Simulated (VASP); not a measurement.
# TePb in VASP: a series of runs, part 2 of 2

VASP 6.6.1. The steps go on from the part before.

## (3) Single point, PBE, non-collinear spin, zero start, spin-orbit coupling

File INCAR:

```
ALGO     = Normal         # electronic algorithm
DIPOL    = 0.5 0.5 0.500
EDIFF    = 1E-6           # SCF threshold, eV
ENCUT    = 400            # plane-wave cutoff, eV
GGA      = PE             # functional
GGA_COMPAT= False        
IDIPOL   = 3            
ISIF     = 2              # what is computed and relaxed
ISMEAR   = 0              # smearing method
KPAR     = 4            
LASPH    = True           # aspherical terms in the spheres
LCHARG   = False          # write CHGCAR
LDIPOL   = True         
LORBIT   = 11             # projections on sites
LORBMOM  = True         
LREAL    = False          # projectors in reciprocal space
LSORBIT  = True           # spin-orbit coupling
LWAVE    = False          # write WAVECAR
MAGMOM   = 0 0 0 0 0 0 0 0 0 0 0 0 0 0 0 0 0 0 0 0 0 0 0 0 # initial moments
NBANDS   = 98             # bands
NELM     = 200            # most SCF steps
NELMDL   = -8           
PREC     = Accurate       # precision mode
SIGMA    = 0.05           # smearing width, eV
```

File KPOINTS:

```
k-points
0
Gamma
  6 6 1
```

File POSCAR:

```
TePb
1.0
    4.6453450440      0.0000000000      0.0000000000
    0.0000000000      4.6453450440      0.0000000000
    0.0000000000      0.0000000000     24.8542649447
Pb Te
4 4
Direct
    0.0000000000      0.0000000000      0.3101451593
    0.5000000000      0.5000000000      0.4241984115
    0.0000000000      0.0000000000      0.5757966311
    0.5000000000      0.5000000000      0.6898546126
    0.5000000000      0.5000000000      0.2993010856
    0.0000000000      0.0000000000      0.4336966799
    0.5000000000      0.5000000000      0.5663078553
    0.0000000000      0.0000000000      0.7006995647
```

Potentials or basis: VASP PAW PBE potentials, release 64 (Pb_d, Te).

Started as:

```bash
$ cat potpaw_PBE.64/Pb_d/POTCAR potpaw_PBE.64/Te/POTCAR > POTCAR
$ mpirun -np 4 vasp_ncl > vasp.out
```

OUTCAR:

```text
EDIFF = 1E-6
   ENCUT = 400
   GGA = PE
   ISIF = 2
   ISMEAR = 0
   LASPH = True
   LORBIT = 11
   LREAL = False
   LSORBIT = True
   NELM = 200
   NELMDL = -8
   PREC = Accurate

 ion  position               nearest neighbor table
   1  0.000  0.000  0.310-   6 3.07   5 3.30   5 3.30   5 3.30   5 3.30
   2  0.500  0.500  0.424-   5 3.10   6 3.29   6 3.29   6 3.29   6 3.29   7 3.53
   3  0.000  0.000  0.576-   8 3.10   7 3.29   7 3.29   7 3.29   7 3.29   6 3.53
   4  0.500  0.500  0.690-   7 3.07   8 3.30   8 3.30   8 3.30   8 3.30
   5  0.500  0.500  0.299-   2 3.10   1 3.30   1 3.30   1 3.30   1 3.30
   6  0.000  0.000  0.434-   1 3.07   2 3.29   2 3.29   2 3.29   2 3.29   3 3.53
   7  0.500  0.500  0.566-   4 3.07   3 3.29   3 3.29   3 3.29   3 3.29   2 3.53
   8  0.000  0.000  0.701-   3 3.10   4 3.30   4 3.30   4 3.30   4 3.30

  LATTYP: Found a simple tetragonal cell.
 ALAT       =     4.6453450440
 C/A-ratio  =     5.3503592756

  Lattice vectors:

 A1 = (   4.6453450440,   0.0000000000,   0.0000000000)
 A2 = (   0.0000000000,   4.6453450440,   0.0000000000)
 A3 = (   0.0000000000,   0.0000000000,  24.8542649447)

Analysis of symmetry for initial positions (statically):
=====================================================================
 Subroutine PRICEL returns:
 Original cell was already a primitive cell.

 Routine SETGRP: Setting up the symmetry group for a
 simple tetragonal supercell.

 Subroutine GETGRP returns: Found 16 space group operations
 (whereof  8 operations were pure point group operations)
 out of a pool of 16 trial point group operations.

The static configuration has the point symmetry C_4v.
 The point group associated with its full space group is D_4h.

Analysis of symmetry for dynamics (positions and initial velocities):
=====================================================================
 Subroutine PRICEL returns:
 Original cell was already a primitive cell.

 Routine SETGRP: Setting up the symmetry group for a
 simple tetragonal supercell.

 Subroutine GETGRP returns: Found 16 space group operations
 (whereof  8 operations were pure point group operations)
[... 1215 lines left out ...]
 Ion:    1  E_soc:     -0.9261855
 l=   1
     0.0000000    -0.0882079    -0.0849343
    -0.0882079     0.0000000    -0.0882079
    -0.0849343    -0.0882079     0.0000000
 l=   2
     0.0000000    -0.0134381     0.0000000    -0.0134381    -0.0537697
    -0.0134381     0.0000000    -0.0404197    -0.0134112    -0.0134232
     0.0000000    -0.0404197     0.0000000    -0.0404197     0.0000000
    -0.0134381    -0.0134112    -0.0404197     0.0000000    -0.0134232
    -0.0537697    -0.0134232     0.0000000    -0.0134232     0.0000000
 l=   3
     0.0000000     0.0000000     0.0000000     0.0000000     0.0000000     0.0000000     0.0000000
     0.0000000     0.0000000     0.0000000     0.0000000     0.0000000     0.0000000     0.0000000
     0.0000000     0.0000000     0.0000000     0.0000000     0.0000000     0.0000000     0.0000000
     0.0000000     0.0000000     0.0000000     0.0000000     0.0000000     0.0000000     0.0000000
[... 129 lines left out ...]
 l=   2
     0.0000000     0.0000113     0.0000000     0.0000113     0.0000403
     0.0000113     0.0000000     0.0000308    -0.0000051    -0.0000097
     0.0000000     0.0000308     0.0000000     0.0000308     0.0000000
     0.0000113    -0.0000051     0.0000308     0.0000000    -0.0000097
     0.0000403    -0.0000097     0.0000000    -0.0000097     0.0000000
 l=   3
     0.0000000     0.0000000     0.0000000     0.0000000     0.0000000     0.0000000     0.0000000
     0.0000000     0.0000000     0.0000000     0.0000000     0.0000000     0.0000000     0.0000000
     0.0000000     0.0000000     0.0000000     0.0000000     0.0000000     0.0000000     0.0000000
     0.0000000     0.0000000     0.0000000     0.0000000     0.0000000     0.0000000     0.0000000
     0.0000000     0.0000000     0.0000000     0.0000000     0.0000000     0.0000000     0.0000000
     0.0000000     0.0000000     0.0000000     0.0000000     0.0000000     0.0000000     0.0000000
     0.0000000     0.0000000     0.0000000     0.0000000     0.0000000     0.0000000     0.0000000

 total charge

# of ion       s       p       d       tot
------------------------------------------
    1        1.446   0.598   9.827  11.870
    2        1.451   0.590   9.830  11.872
    3        1.451   0.590   9.830  11.872
    4        1.446   0.598   9.827  11.870
    5        1.380   1.973   0.014   3.367
    6        1.378   1.978   0.017   3.372
    7        1.378   1.978   0.017   3.372
    8        1.380   1.973   0.014   3.367
--------------------------------------------------
tot         11.309  10.277  39.375  60.961

 magnetization (x)

# of ion       s       p       d       tot
------------------------------------------
    1        0.000  -0.000   0.000  -0.000
    2        0.000   0.000   0.000   0.000
    3        0.000   0.000   0.000   0.000
    4        0.000   0.000   0.000   0.000
    5        0.000   0.000  -0.000   0.000
    6       -0.000  -0.000  -0.000  -0.000
    7        0.000   0.000  -0.000   0.000
    8        0.000   0.000   0.000   0.000
--------------------------------------------------
tot         -0.000   0.000  -0.000   0.000

 magnetization (y)

# of ion       s       p       d       tot
------------------------------------------
    1       -0.000   0.000   0.000  -0.000
    2        0.000   0.000   0.000   0.000
    3        0.000   0.000   0.000   0.000
    4       -0.000   0.000   0.000  -0.000
    5        0.000   0.000   0.000   0.000
    6        0.000   0.000   0.000   0.000
    7        0.000   0.000   0.000   0.000
    8        0.000   0.000   0.000   0.000
--------------------------------------------------
tot          0.000   0.000   0.000   0.000

 magnetization (z)

# of ion       s       p       d       tot
------------------------------------------
    1       -0.000   0.000   0.000  -0.000
    2        0.000   0.000   0.000   0.000
    3       -0.000   0.000  -0.000  -0.000
    4       -0.000  -0.000   0.000  -0.000
    5        0.000  -0.000  -0.000  -0.000
    6       -0.000   0.000  -0.000  -0.000
    7        0.000   0.000  -0.000  -0.000
    8        0.000  -0.000   0.000  -0.000
--------------------------------------------------
tot         -0.000  -0.000  -0.000  -0.000
```

Run time: 10 min. Hardware: 4 MPI ranks of Intel Xeon Platinum 8259CL at 2.50GHz (Skylake/Cascade Lake), shared host; peak memory 1.3 GiB.

What came out:

- Free energy: -31.8711 eV
- Largest force: 0.030 eV/Å
- Net moment: 0.00 μB per cell
- Valence electrons inside the program's atomic spheres: Pb 11.87; Te 3.37

Forces on the atoms (eV/Å):
```
Pb   0.000  0.000  0.030
Pb   0.000  0.000 -0.001
Pb   0.000  0.000  0.001
Pb   0.000  0.000 -0.030
Te   0.000  0.000 -0.023
Te   0.000  0.000  0.007
Te   0.000  0.000 -0.007
Te   0.000  0.000  0.023
```

Moments on the atoms (μB; x, y, z):
```
Pb  0.00 0.00 0.00
Pb  0.00 0.00 0.00
Pb  0.00 0.00 0.00
Pb  0.00 0.00 0.00
Te  0.00 0.00 0.00
Te  0.00 0.00 0.00
Te  0.00 0.00 0.00
Te  0.00 0.00 0.00
```
